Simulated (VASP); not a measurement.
# Te (P6/mmm) in VASP: a series of runs

Te is run at these levels: PBE; tasks: single point.

All numbers are computed with VASP 6.6.1; they aren't measurements. Logs are shortened: lines on timing, memory, paths and dates and some standing lists are left out, and cuts for length are marked.

## 1. The cell of the first run

It takes space group P6/mmm (No. 191, hexagonal). The conventional cell has a = 4.603 Å, b = 4.603 Å, c = 2.753 Å, α = 90.00°, β = 90.00°, γ = 120.00°. Within 3.6 Å of Te (site symmetry 6/mmm) lie 14 Te at 2.75 to 2.99 Å. Te (site symmetry -6m2) has 11 Te at 2.66 to 2.99 Å within 3.5 Å.

This isn't the form of Te at room conditions, which is trigonal, of chains.

## 2. Single point, PBE (16.84 Å³/atom)

INCAR

```
SYSTEM = Te
PREC = Accurate
ENCUT = 520
EDIFF = 1E-6
ISMEAR = -1
SIGMA = 0.1
LREAL = .False.
LASPH = .True.
NELM = 80
ALGO = Normal
ISIF = 2
LWAVE = .False.
LCHARG = .False.
GGA = PE
NBANDS = 16
```

KPOINTS

```
regular mesh
0
Gamma
  7 7 9
  0 0 0
```

POSCAR

```
Te
1.0
    4.6028103626      0.0000000000      0.0000000000
   -2.3014051813      3.9861507029      0.0000000000
    0.0000000000      0.0000000000      2.7530035767
Te
3
Direct
    0.0000000000      0.0000000000      0.0000000000
    0.3333333333      0.6666666667      0.5000000000
    0.6666666667      0.3333333333      0.5000000000
```

Potentials or basis: VASP PAW PBE potentials, release 64 (Te).

Command:

```
cat potpaw_PBE.64/Te/POTCAR > POTCAR
mpirun -np 1 vasp_std > vasp.out
```

OUTCAR:

```text
SYSTEM = Te
   PREC = Accurate
   ENCUT = 520
   EDIFF = 1E-6
   ISMEAR = -1
   LREAL = .False.
   LASPH = .True.
   NELM = 80
   ISIF = 2
   GGA = PE

 ion  position               nearest neighbor table
   1  0.000  0.000  0.000-   2 2.99   3 2.99   2 2.99   3 2.99   3 2.99   3 2.99   2 2.99   2 2.99
                             3 2.99   3 2.99   2 2.99   2 2.99
   2  0.333  0.667  0.500-   3 2.66   3 2.66   3 2.66   1 2.99   1 2.99   1 2.99   1 2.99   1 2.99
                             1 2.99
   3  0.667  0.333  0.500-   2 2.66   2 2.66   2 2.66   1 2.99   1 2.99   1 2.99   1 2.99   1 2.99
                             1 2.99

  LATTYP: Found a hexagonal cell.
 ALAT       =     4.6028103626
 C/A-ratio  =     0.5981136219

  Lattice vectors:

 A1 = (   4.6028103626,   0.0000000000,   0.0000000000)
 A2 = (  -2.3014051813,   3.9861507029,   0.0000000000)
 A3 = (   0.0000000000,   0.0000000000,   2.7530035767)

Analysis of symmetry for initial positions (statically):
=====================================================================
 Subroutine PRICEL returns:
 Original cell was already a primitive cell.

 Routine SETGRP: Setting up the symmetry group for a
 hexagonal supercell.

 Subroutine GETGRP returns: Found 24 space group operations
 (whereof 24 operations were pure point group operations)
 out of a pool of 24 trial point group operations.

The static configuration has the point symmetry D_6h.

Analysis of symmetry for dynamics (positions and initial velocities):
=====================================================================
 Subroutine PRICEL returns:
 Original cell was already a primitive cell.

 Routine SETGRP: Setting up the symmetry group for a
 hexagonal supercell.

 Subroutine GETGRP returns: Found 24 space group operations
 (whereof 24 operations were pure point group operations)
 out of a pool of 24 trial point group operations.

The dynamic configuration has the point symmetry D_6h.

 Subroutine INISYM returns: Found 24 space group operations
 (whereof 24 operations are pure point group operations),
 and found     1 'primitive' translations

----------------------------------------------------------------------------------------

                                     Primitive cell

  volume of cell :      50.5107

  direct lattice vectors                    reciprocal lattice vectors
     4.602810363  0.000000000  0.000000000     0.217258571  0.125434294  0.000000000
    -2.301405181  3.986150703  0.000000000     0.000000000  0.250868588  0.000000000
     0.000000000  0.000000000  2.753003577     0.000000000  0.000000000  0.363239630

  length of vectors
     4.602810363  4.602810363  2.753003577     0.250868588  0.250868588  0.363239630

  position of ions in fractional coordinates (direct lattice)
     0.000000000  0.000000000  0.000000000
     0.333333333  0.666666667  0.500000000
     0.666666667  0.333333333  0.500000000

  ion indices of the primitive-cell ions
   primitive index   ion index
                 1           1
                 2           2
                 3           3

----------------------------------------------------------------------------------------

 KPOINTS: regular mesh

Automatic generation of k-mesh.
 Grid dimensions read from file:
 generate k-points for:    7    7    9

 Generating k-lattice:

  Cartesian coordinates                     Fractional coordinates (reciprocal lattice)
     0.031036939  0.017919185  0.000000000     0.142857143  0.000000000  0.000000000
     0.000000000  0.035838370  0.000000000     0.000000000  0.142857143  0.000000000
     0.000000000  0.000000000  0.040359959     0.000000000  0.000000000  0.111111111

  Length of vectors
     0.035838370  0.035838370  0.040359959

  Shift w.r.t. Gamma in fractional coordinates (k-lattice)
     0.000000000  0.000000000  0.000000000

 Subroutine IBZKPT returns following result:
 ===========================================

 Found     40 irreducible k-points:

 Following reciprocal coordinates:
            Coordinates               Weight
  0.000000  0.000000  0.000000      1.000000
  0.142857  0.000000  0.000000      6.000000
  0.285714  0.000000  0.000000      6.000000
  0.428571  0.000000  0.000000      6.000000
  0.142857  0.142857  0.000000      6.000000
  0.285714  0.142857  0.000000     12.000000
[... 16 lines left out ...]
  0.428571  0.142857  0.222222     12.000000
  0.285714  0.285714  0.222222     12.000000
 [... further k-points ...]
   k-points           NKPTS =     40   k-points in BZ     NKDIM =     40   number of bands    NBANDS=     16
   number of dos      NEDOS =    301   number of ions     NIONS =      3
   total plane-waves  NPLWV =  25920
   dimension x,y,z NGX =    36 NGY =   36 NGZ =   20
   dimension x,y,z NGXF=    72 NGYF=   72 NGZF=   40
   ions per type =               3
   NGX,Y,Z   is equivalent  to a cutoff of  13.00, 13.00, 12.08 a.u.
   NGXF,Y,Z  is equivalent  to a cutoff of  26.01, 26.01, 24.15 a.u.
 SYSTEM =  Te
   PREC   = accura    normal or accurate (medium, high low for compatibility)
   ISTART =      0    job   : 0-new  1-cont  2-samecut
   ICHARG =      2    charge: 1-file 2-atom 10-const
   ISPIN  =      1    spin polarized calculation?
   LNONCOLLINEAR =      F non collinear calculations
   LSORBIT =      F    spin-orbit coupling
   LASPH  =      T    aspherical Exc in radial PAW
   ENCUT  =  520.0 eV  38.22 Ry    6.18 a.u.   8.56  8.56  5.12*2*pi/ulx,y,z
   NELM   =     80;   NELMIN=  2; NELMDL= -5     # of ELM steps
   EDIFF  = 0.1E-05   stopping-criterion for ELM
   LREAL  =      F    real-space projection
   EDIFFG = 0.1E-04   stopping-criterion for IOM
   NSW    =      0    number of steps for IOM
   IBRION =     -1    ionic relax: 0-MD 1-quasi-New 2-CG
   NFREE  =      0    steps in history (QN), initial steepest desc. (CG)
   ISIF   =      2    stress and relaxation
   ISYM   =      2    0-nonsym 1-usesym 2-fastsym
   POTIM  = 0.5000    time-step for ionic-motion
   TEBEG  =    0.0;   TEEND  =   0.0 temperature during run
   PSTRESS=    0.0 pullay stress
   NELECT =      18.0000    total number of electrons
   NUPDOWN=      -1.0000    fix difference up-down
   EMIN   =  10.00;   EMAX   =-10.00  energy-range for DOS
   EFERMI =   0.00;   METHOD = LEGACY
   ISMEAR =    -1;   SIGMA  =   0.10  broadening in eV -4-tet -1-fermi 0-gaus
   EFERMI_NEDOS =   21; number of points for ismear=-14 and -15
   IALGO  =     38    algorithm
   IMIX   =      4    mixing-type and parameters
     AMIX     =   0.40;   BMIX     =  1.00
     AMIX_MAG =   1.60;   BMIX_MAG =  1.00
  volume/ion in A,a.u.               =      16.84       113.62
  Fermi-wavevector in a.u.,A,eV,Ry     =   1.160659  2.193327 18.328793  1.347128
  Thomas-Fermi vector in A             =   2.297239
   LORBIT       =      0    0 simple, 1 ext, 2 COOP (PROOUT), +10 PAW based schemes
   GGA     = PE    functional components
   LHFCALC =     F    Hartree Fock is set to
   AEXX    =    0.0000 exact exchange contribution
   IVDW    =     0    specifies the selected vdW correction
   LEPSILON=     F    determine dielectric tensor
   LRPA    =     F    only Hartree local field effects (RPA)
 non-spin polarized calculation
  energy-cutoff  :      520.00
  volume of cell :       50.51
 maximum number of plane-waves:      1390
 NGX is ok and might be reduce to    36
   NGX = 17   NGY = 17   NGZ = 11

 number of electron      17.9999998 magnetization

 Free energy of the ion-electron system (eV)
  ---------------------------------------------------
  ext. energy  EPLUGINS =         0.00000000
  ---------------------------------------------------
  free energy    TOTEN  =        -1.35733678 eV

  energy without entropy =       -1.30505806  energy(sigma->0) =       -1.33119742

 E-fermi :  17.2840     XC(G=0): -12.5542

 val. band max:       17.2794630024   @ k =   0.1429   0.1429   0.4444
 cond. band min:      17.3405201200   @ k =   0.1429   0.0000   0.0000
 fundamental gap:      0.0610571175
 Fermi energy:        17.2839702061

 k-point     1 :       0.0000    0.0000    0.0000
  band No.  band energies     occupation
      1      -2.5463      2.00000
      2       5.6605      2.00000
      3       5.7499      2.00000
      4       8.7183      2.00000
      5       8.7183      2.00000
      6       9.1366      2.00000
[... 8 lines left out ...]
     15      27.8574      0.00000
     16      27.8574      0.00000

 k-point     2 :       0.1429    0.0000    0.0000
  band No.  band energies     occupation
      1      -2.3411      2.00000
      2       4.5542      2.00000
      3       5.1577      2.00000
      4       7.6218      2.00000
      5       8.9757      2.00000
      6      10.6218      2.00000
[... 8 lines left out ...]
     15      26.7375      0.00000
     16      27.5378      0.00000

 k-point     3 :       0.2857    0.0000    0.0000
  band No.  band energies     occupation
      1      -1.7254      2.00000
      2       2.5401      2.00000
      3       4.5204      2.00000
      4       6.7527      2.00000
      5      10.7193      2.00000
      6      12.6495      2.00000
[... 8 lines left out ...]
     15      26.1657      0.00000
     16      27.3382      0.00000

 k-point     4 :       0.4286    0.0000    0.0000
  band No.  band energies     occupation
      1      -0.7032      2.00000
      2       0.7427      2.00000
      3       4.1761      2.00000
      4       6.3118      2.00000
      5      13.0735      2.00000
      6      14.9934      2.00000
[... 8 lines left out ...]
     15      24.1321      0.00000
     16      25.8617      0.00000

 k-point     5 :       0.1429    0.1429    0.0000
  band No.  band energies     occupation
      1      -1.9306      2.00000
      2       3.6057      2.00000
      3       3.7377      2.00000
      4       8.4008      2.00000
      5       8.6794      2.00000
      6      13.0495      2.00000
[... 8 lines left out ...]
     15      25.9281      0.00000
     16      26.3625      0.00000

 k-point     6 :       0.2857    0.1429    0.0000
  band No.  band energies     occupation
      1      -1.1103      2.00000
      2       1.7448      2.00000
      3       3.1085      2.00000
      4       7.9704      2.00000
      5      10.6586      2.00000
      6      15.1649      2.00000
[... 8 lines left out ...]
     15      25.2004      0.00000
     16      25.7688      0.00000
[... 267 lines left out ...]
 k-point    21 :       0.1429    0.1429    0.2222
  band No.  band energies     occupation
      1      -0.9026      2.00000
      2       4.5931      2.00000
      3       4.6924      2.00000
      4       9.1775      2.00000
      5       9.7307      2.00000
      6      11.6244      2.00000
[... 8 lines left out ...]
     15      25.5181      0.00000
     16      25.8628      0.00000

 k-point    22 :       0.2857    0.1429    0.2222
  band No.  band energies     occupation
      1      -0.0847      2.00000
      2       2.7533      2.00000
      3       4.0935      2.00000
      4       8.9056      2.00000
      5      11.3293      2.00000
      6      12.5829      2.00000
[... 8 lines left out ...]
     15      26.1518      0.00000
     16      26.5287      0.00000

 k-point    23 :       0.4286    0.1429    0.2222
  band No.  band energies     occupation
      1       1.0282      2.00000
      2       1.2599      2.00000
      3       3.9033      2.00000
      4       8.7332      2.00000
      5      12.8892      2.00000
      6      13.2243      2.00000
[... 8 lines left out ...]
     15      26.2762      0.00000
     16      26.3892      0.00000

 k-point    24 :       0.2857    0.2857    0.2222
  band No.  band energies     occupation
      1       0.9277      2.00000
      2       2.2496      2.00000
      3       2.4834      2.00000
      4      10.7916      2.00000
      5      11.5217      2.00000
      6      13.3384      2.00000
[... 8 lines left out ...]
     15      24.7513      0.00000
     16      25.1998      0.00000

 [... further k-points ...]

------------------------ aborting loop because EDIFF is reached ----------------------------------------

  FORCE on cell =-STRESS in cart. coord.  units (eV):
  Direction    XX          YY          ZZ          XY          YZ          ZX
  --------------------------------------------------------------------------------------
  -------------------------------------------------------------------------------------
  Total       32.7578137     32.7578137     32.6815367      0.0000000     -0.0000000      0.0000000
  in kB     1039.0630946   1039.0630946   1036.6436230      0.0000000     -0.0000000      0.0000000
  external PRESSURE =    1038.2566040 kB  Pullay stress =       0.0000000 kB

 VOLUME and BASIS-vectors are now :
 -----------------------------------------------------------------------------
  energy-cutoff  :      520.00
  volume of cell :       50.51
      direct lattice vectors                 reciprocal lattice vectors
     4.602810363  0.000000000  0.000000000     0.217258571  0.125434294  0.000000000
    -2.301405181  3.986150703  0.000000000     0.000000000  0.250868588  0.000000000
     0.000000000  0.000000000  2.753003577     0.000000000  0.000000000  0.363239630

 POSITION                                       TOTAL-FORCE (eV/Angst)
 -----------------------------------------------------------------------------------
      0.00000      0.00000      0.00000         0.000000      0.000000     -0.000000
     -0.00000      2.65743      1.37650        -0.000000      0.000000      0.000000
      2.30141      1.32872      1.37650        -0.000000     -0.000000     -0.000000
 -----------------------------------------------------------------------------------
    total drift:                               -0.000000      0.000000     -0.000000

  FREE ENERGIE OF THE ION-ELECTRON SYSTEM (eV)
  ---------------------------------------------------
  free  energy   TOTEN  =        -1.3573367753 eV

  energy  without entropy=       -1.3050580589  energy(sigma->0) =       -1.33119742
```

Wall time 37 s (1 thread of Intel Xeon 8259CL, shared host); peak memory 0.18 GiB.

Results:

* Free energy: -1.3573 eV
* Pressure: 103.8 GPa
* Band gap on the k mesh: zero (bands 9 and 10 overlap by 9.10 eV)

Levels at points of the mesh, in eV from the Fermi level:
```
           k point  band 6  band 7  band 8  band 9  band 10  band 11  band 12  band 13
(0.00, 0.00, 0.00)   -8.15   -8.15   -0.17    4.45     6.68     6.68     7.21     7.37
```

Caveat: the cell stands under pressure; spin-orbit coupling is left out, which moves the levels of the heavy elements.

(Continued in part 2 of 2.)
